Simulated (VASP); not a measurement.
## As3Se: single point with PBE

Crystal: As3Se.

```xyz
8
Lattice="5.0127 0.0000 0.0000 -2.5064 4.3411 0.0000 0.0000 0.0000 7.7618" Properties=species:S:1:pos:R:3 pbc="T T T"
As    0.0000    0.0000    1.9404
As    0.0000    0.0000    5.8213
As    0.0000    2.8941    4.5357
As    2.5064    1.4470    0.6548
As    0.0000    2.8941    7.1070
As    2.5064    1.4470    3.2261
Se    0.0000    2.8941    1.9404
Se    2.5064    1.4470    5.8213
```

The cell was generated, and may not be a known phase.

```
Program             : VASP 6.6.1
Task                : single point
Functional          : PBE
Potentials or basis : VASP PAW PBE potentials, release 64 (As, Se)
Cutoff              : 520 eV
k mesh              : 4 × 4 × 2
Occupations         : gaussian, width 0.2 eV
Spin                : no spin polarisation
```

- Pressure: -0.1 GPa
- Largest force: 0.038 eV/Å
- Band gap on the k mesh: zero (bands 21 and 22 overlap by 2.37 eV)

Forces in eV/Å, atoms in the order of the input:
```
As   0.000  0.000  0.000
As   0.000  0.000  0.000
As   0.000  0.000  0.038
As   0.000  0.000  0.038
As   0.000  0.000 -0.038
As   0.000  0.000 -0.038
Se   0.000  0.000  0.000
Se   0.000  0.000  0.000
```

Stress tensor (GPa, compression positive):
```
-0.12  0.00  0.00
 0.00 -0.12  0.00
 0.00  0.00 -0.04
```

Levels at points of the mesh, in eV from the Fermi level:
```csv
k point,band 19,band 20,band 21,band 22,band 23,band 24
"(0.00, 0.00, 0.00)",-1.83,-1.83,-1.47,-1.31,-0.84,0.62
"(0.50, 0.00, 0.00)",-0.51,-0.34,0.13,0.27,0.38,1.20
"(0.00, 0.00, 0.50)",-0.36,-0.36,0.02,0.02,0.02,0.02
"(0.50, 0.00, 0.50)",-0.87,-0.87,0.70,0.70,1.51,1.51
```

It took 90 s on 1 thread of Intel Xeon 8259CL (shared host), peak memory 0.3 GiB.

Caveat: the k points lie up to 0.40 Å⁻¹ apart, too coarse for converged energies and pressures of a metal.
